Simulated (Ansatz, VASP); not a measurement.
## One calculation of BaHfAu, two programs

The input INCAR:

```
PREC     = Accurate       # precision mode
ENCUT    = 500            # plane-wave cutoff, eV
EDIFF    = 1E-6           # SCF threshold, eV
ISMEAR   = -1             # smearing method
SIGMA    = 0.1            # smearing width, eV
LREAL    = False          # projectors in reciprocal space
LASPH    = True           # aspherical terms in the spheres
NELM     = 120            # most SCF steps
ALGO     = Normal         # electronic algorithm
ISIF     = 2              # what is computed and relaxed
LWAVE    = False          # write WAVECAR
LCHARG   = False          # write CHGCAR
GGA      = PE             # functional
NBANDS   = 40             # bands
GGA_COMPAT= False
```

The input KPOINTS:

```
Automatic mesh
0
Gamma
  7 7 4
```

File POSCAR:

```
BaHfAu
1.0
    4.6260680000      0.0000000000      0.0000000000
    0.0000000000      4.6260680000      0.0000000000
    0.0000000000      0.0000000000      8.0893770000
Au Ba Hf
2 2 2
Direct
    0.0000000000      0.0000000000      0.0000000000
    0.5000000000      0.5000000000      0.0000000000
    0.0000000000      0.5000000000      0.1680000000
    0.5000000000      0.0000000000      0.8320000000
    0.0000000000      0.5000000000      0.6880000000
    0.5000000000      0.0000000000      0.3120000000
```

Input for Ansatz:

```yaml
crystal:
  lattice:
    - [4.626068, 0.0, 0.0]
    - [0.0, 4.626068, 0.0]
    - [0.0, 0.0, 8.089377]
  atoms:
    - { symbol: Au, position: [0.0, 0.0, 0.0] }
    - { symbol: Au, position: [0.5, 0.5, 0.0] }
    - { symbol: Ba, position: [0.0, 0.5, 0.168] }
    - { symbol: Ba, position: [0.5, 0.0, 0.832] }
    - { symbol: Hf, position: [0.0, 0.5, 0.688] }
    - { symbol: Hf, position: [0.5, 0.0, 0.312] }
  symmetry: { tolerance: 0.0003 }
kpoints:
  mp_grid: { grid: [7, 7, 4], shift: [0, 0, 0] }
  band_path:
    path:
      - [0.0, 0.0, 0.0]
      - [0.0, 0.5, 0.0]
      - [0.5, 0.5, 0.0]
      - [0.0, 0.0, 0.0]
      - [0.0, 0.0, 0.5]
      - [0.0, 0.5, 0.5]
      - [0.5, 0.5, 0.5]
      - [0.0, 0.0, 0.5]
      - [0.0, 0.5, 0.0]
      - [0.0, 0.5, 0.5]
      - [0.5, 0.5, 0.0]
    npoints: 6
magnetization:
  spin_polarized: false
scf:
  occupations: { method: fermi_dirac }
  lower_state_search: "off"
  max_iter: 200
hamiltonian:
  pseudopotentials: { kind: paw }
  xc: pbe
basis:
  ecutwfc: 420
  fft_grid_basis: typed
output:
  forces: true
  stress: true
  eigenvalues: true
  bader: true
  populations: true
  elf: true
  write_potential: true
  volumetric_format: npy
  dos:
    e_range: [-12, 8]
    de: 0.05
    projected: { site_lists: { Au: [Au], Ba: [Ba], Hf: [Hf] } }
checkpoint:
  read: saved_state
```

Alike in both runs: task single point; functional PBE; k mesh 7 × 7 × 4; no spin polarisation.

|  | VASP | Ansatz |
| --- | --- | --- |
| version | VASP 6.6.1 | Ansatz 0.2.0 |
| potentials or method | VASP PAW PBE potentials, release 64 (Au, Ba_sv, Hf_pv), cutoff 500 eV | PAW plane waves |
| occupations | fermi-dirac, width 0.1 eV | fermi-dirac |
| valence electrons in the cell | 62 | 110 |

|  | VASP | Ansatz | Ansatz less VASP |
| --- | --- | --- | --- |
| pressure (GPa) | 19.0 | 16.9 | -2.11 |
| traceless stress, the component that is largest in VASP (GPa) | -10.31 | -9.87 | +0.440 |
| rms of the force components (eV/Å) | 2.299 | 2.082 | -0.2165 |

Atom by atom the forces differ by 0.217 eV/Å (rms over components). VASP's potentials hold 62 valence electrons a cell and Ansatz's 110, so a difference there can come from the potentials and not from the codes.

Spin-orbit coupling is off throughout.
